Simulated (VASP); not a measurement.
Here is a VASP 6.6.1 calculation.

The input INCAR:

```
SYSTEM = AlCr2C
PREC     = Accurate       ! precision mode
ENCUT    = 600            ! plane-wave cutoff, eV
EDIFF    = 1E-7           ! SCF threshold, eV
ISMEAR   = 0              ! smearing method
SIGMA    = 0.1            ! smearing width, eV
LREAL    = .False.        ! projectors in reciprocal space
LASPH    = .True.         ! aspherical terms in the spheres
NELM     = 100            ! most SCF steps
ALGO     = Normal         ! electronic algorithm
ISIF     = 3              ! what is computed and relaxed
LWAVE    = .False.        ! write WAVECAR
LCHARG   = .False.        ! write CHGCAR
GGA      = PE             ! functional
IBRION   = 2              ! ionic algorithm
NSW      = 100            ! ionic steps
EDIFFG   = -0.002         ! ionic threshold
```

KPOINTS

```
Automatic mesh
0
Gamma
  15 15 4
  0 0 0
```

POSCAR

```
AlCr2C
1.0
    2.8251010646      0.0000000000      0.0000000000
   -1.4125505323      2.4466092902      0.0000000000
    0.0000000000      0.0000000000     12.6013736800
Al Cr C
2 4 2
Direct
    0.6666666700      0.3333333300      0.2500000000
    0.3333333300      0.6666666700      0.7500000000
    0.3333333300      0.6666666700      0.4149411600
    0.6666666700      0.3333333300      0.9149411600
    0.6666666700      0.3333333300      0.5850588400
    0.3333333300      0.6666666700      0.0850588400
    0.0000000000      0.0000000000      0.5000000000
    0.0000000000      0.0000000000      0.0000000000
```

Potentials or basis: VASP PAW PBE potentials, release 64 (Al, Cr_pv, C).

The run is started by

```console
$ cat potpaw_PBE.64/Al/POTCAR potpaw_PBE.64/Cr_pv/POTCAR potpaw_PBE.64/C/POTCAR > POTCAR
$ mpirun -np 1 vasp_std > vasp.out
```

Problem. Estimate the relaxed cell.

Solution. a = 2.842 Å, b = 2.842 Å, c = 12.690 Å, α = 90.00°, β = 90.00°, γ = 120.00°.

Problem. What does it give for the space group after relaxing (to 0.1 Å)?

Solution. P6_3/mmc (No. 194).

Step by step:
```tsv
step	energy change (eV)	largest force (eV/Å)	pressure (GPa)	volume (Å³)
1	0.0000	0.0000	3.66	87.10
2	0.0095	0.3780	-4.35	90.27
3	-0.0154	0.1709	-0.01	88.48
4	-0.0183	0.0253	0.00	88.70
5	-0.0184	0.0004	0.00	88.74
6	-0.0184	0.0033	0.00	88.74
7	-0.0184	0.0008	-0.02	88.75
```

Caveat: the run has no spin polarisation, though such a crystal can be magnetic. Spin polarisation is off, so any magnetic state and its effect on volume and gap are missing.
